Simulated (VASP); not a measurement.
Input of a VASP 6.6.1 run:

Contents of INCAR:

```
PREC     = Accurate       # precision mode
ENCUT    = 520            # plane-wave cutoff, eV
EDIFF    = 1E-6           # SCF threshold, eV
ISMEAR   = 0              # smearing method
SIGMA    = 0.02           # smearing width, eV
LREAL    = False          # projectors in reciprocal space
LASPH    = True           # aspherical terms in the spheres
NELM     = 60             # most SCF steps
ALGO     = Normal         # electronic algorithm
ISIF     = 2              # what is computed and relaxed
LWAVE    = False          # write WAVECAR
LCHARG   = False          # write CHGCAR
GGA      = PE             # functional
NBANDS   = 62             # bands
```

File KPOINTS:

```
regular mesh
0
Gamma
  6 6 4
```

POSCAR

```
HfSn3S8
1.0
    7.3978110645      0.0000000000      0.0000000000
   -3.6989055322      6.4066923142      0.0000000000
    0.0000000000      0.0000000000      6.8166630203
Hf Sn S
1 3 8
Direct
    0.0000000000      0.0000000000      0.0000000000
    0.5000000000      0.5000000000      0.0000000000
    0.5000000000      0.0000000000      0.0000000000
    0.0000000000      0.5000000000      0.0000000000
    0.6693214961      0.8346607480      0.2165609801
    0.6666666667      0.3333333333      0.2148821639
    0.1653392520      0.8346607480      0.2165609801
    0.1653392520      0.3306785039      0.2165609801
    0.8346607480      0.6693214961      0.7834390199
    0.8346607480      0.1653392520      0.7834390199
    0.3333333333      0.6666666667      0.7851178361
    0.3306785039      0.1653392520      0.7834390199
```

Potentials or basis: VASP PAW PBE potentials, release 64 (Hf_pv, Sn_d, S).

Command:

```bash
$ cat potpaw_PBE.64/Hf_pv/POTCAR potpaw_PBE.64/Sn_d/POTCAR potpaw_PBE.64/S/POTCAR > POTCAR
$ mpirun -np 1 vasp_std > vasp.out
```

Task: Estimate the largest force.

Result: 0.039 eV/Å.

Task: Estimate the band gap on the k mesh.

Result: 0.90 eV (least direct gap 0.97 eV).

Task: Estimate the pressure.

Result: -0.2 GPa.

Stress tensor (GPa, compression positive):
```
-0.24  0.00  0.00
 0.00 -0.24  0.00
 0.00  0.00 -0.12
```

Caveat: spin-orbit coupling is left out, which moves the levels of the heavy elements; this functional lacks dispersion, which binds layers or chains, so the pressure and a relaxed spacing across them are unreliable. A k mesh can miss the band edges.
